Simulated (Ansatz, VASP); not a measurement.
Two plane-wave programs on SnSe

The input INCAR:

```
SYSTEM = SnSe
PREC = Accurate
ENCUT = 520
EDIFF = 1E-6
ISMEAR = 0
SIGMA = 0.05
LREAL = .FALSE.
LASPH = .TRUE.
NELM = 80
ALGO = Normal
ISIF = 2
LWAVE = .FALSE.
LCHARG = .FALSE.
GGA = CA
NBANDS = 17
```

The input KPOINTS:

```
regular mesh
0
G
  8 8 8
  0 0 0
```

File POSCAR:

```
SnSe
1.0
    0.0000000000      2.8595000000      3.1605000000
    2.8595000000      0.0000000000      3.1605000000
    2.8595000000      2.8595000000      0.0000000000
Sn Se
1 1
Direct
    0.0000000000      0.0000000000      0.0000000000
    0.5000000000      0.5000000000      0.5000000000
```

Input for Ansatz:

```yaml
crystal:
  lattice:
    - [0.0, 2.8595, 3.1605]
    - [2.8595, 0.0, 3.1605]
    - [2.8595, 2.8595, 0.0]
  atoms:
    - { symbol: Sn, position: [0.0, 0.0, 0.0] }
    - { symbol: Se, position: [0.5, 0.5, 0.5] }
basis:
  ecutwfc: 420
kpoints:
  mp_grid: { grid: [8, 8, 8] }
hamiltonian:
  xc: lda
scf:
  occupations: { method: gaussian, width: 0.05 }
output:
  forces: true
  stress: true
  eigenvalues: true
```

Change from the starting cell: strain -0.050 along x and y, +0.050 along z, atoms carried along.

Alike in both runs: task single point; functional LDA; k mesh 8 × 8 × 8; occupations gaussian, width 0.05 eV; no spin polarisation.

```csv
,VASP,Ansatz
version,VASP 6.6.1,Ansatz 0.2.0
potentials or method,"VASP PAW LDA potentials, release 64 (Sn_d, Se), cutoff 520 eV","scalar-relativistic, plane waves, PAW"
valence electrons in the cell,20,30
```

VASP gave:

* gap on the k mesh at the Fermi level (eV): 0.28
* least direct gap on the mesh (eV): 0.43
* pressure (GPa): 1.0
* traceless stress, the component that is largest in VASP (GPa): -7.86

Q: What did Ansatz give for the same quantities?

A: gap on the k mesh at the Fermi level (eV): 0.29; least direct gap on the mesh (eV): 0.43; pressure (GPa): 0.9; traceless stress, the component that is largest in VASP (GPa): -7.79.

LDA's correlation is that of Perdew and Zunger in VASP and of Perdew and Wang (1992) in Ansatz. VASP's potentials hold 20 valence electrons a cell and Ansatz's 30, so a difference there can come from the potentials and not from the codes.
